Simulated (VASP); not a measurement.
Here is a VASP 6.6.1 calculation.

INCAR

```
PREC = Accurate
ENCUT = 520
EDIFF = 1E-7
ISMEAR = 0
SIGMA = 0.05
LREAL = Auto
LASPH = True
NELM = 150
ALGO = Normal
ISIF = 2
LWAVE = False
LCHARG = False
ISPIN = 2
MAGMOM = 4 0 0 0 0 0 0 0 0 0 0 0 0 0 0 0
LORBIT = 11
LMAXMIX = 4
LDAU = True
LDAUTYPE = 2
LDAUL = 2 -1 -1
LDAUU = 4 0 0
LDAUJ = 0 0 0
LDAUPRINT = 1
GGA = PS
NBANDS = 88
```

The input KPOINTS:

```
regular mesh
0
Gamma
  2 2 2
```

The input POSCAR:

```
In7CoSb8
1.0
    0.0000000000      6.4782000000      6.4782000000
    6.4782000000      0.0000000000      6.4782000000
    6.4782000000      6.4782000000      0.0000000000
Co In Sb
1 7 8
Direct
    1.0000000000      0.0000000000      1.0000000000
    0.0041435421      0.0041435421      0.4958564579
    0.0041435421      0.4958564579      0.0041435421
    0.0041435421      0.4958564579      0.4958564579
    0.4958564579      0.0041435421      0.0041435421
    0.4958564579      0.0041435421      0.4958564579
    0.4958564579      0.4958564579      0.0041435421
    0.5000000000      0.5000000000      0.5000000000
    0.1174515371      0.1174515371      0.1174515371
    0.1174515371      0.1174515371      0.6476453887
    0.1174515371      0.6476453887      0.1174515371
    0.1230022386      0.6256659205      0.6256659205
    0.6476453887      0.1174515371      0.1174515371
    0.6256659205      0.1230022386      0.6256659205
    0.6256659205      0.6256659205      0.1230022386
    0.6256659205      0.6256659205      0.6256659205
```

Potentials or basis: VASP PAW PBE potentials, release 64 (Co, In_d, Sb).

Run with:

```console
$ cat potpaw_PBE.64/Co/POTCAR potpaw_PBE.64/In_d/POTCAR potpaw_PBE.64/Sb/POTCAR > POTCAR
$ mpirun -np 1 vasp_std > vasp.out
```

Task: Predict the largest force.

Result: 0.016 eV/Å.

Task: What does it give for the net moment?

Result: 2.44 μB per cell.

Eigenvalues of the final occupation matrices:
| site | spin | trace | eigenvalues |
| --- | --- | --- | --- |
| site 1 d | 1 | 4.73 | 0.94 0.94 0.95 0.95 0.95 |
| site 1 d | 2 | 2.43 | 0.19 0.19 0.19 0.93 0.93 |

Caveat: the k points lie up to 0.42 Å⁻¹ apart; the PAW data sets were made with another functional, which shifts forces and pressure a little; spin-orbit coupling is left out, which moves the levels of the heavy elements; a cell with one magnetic atom can't hold antiferromagnetic order, which such compounds often take; the U is typed as a test and isn't derived for this compound. The state reached can hang on the start; a lower one may exist.
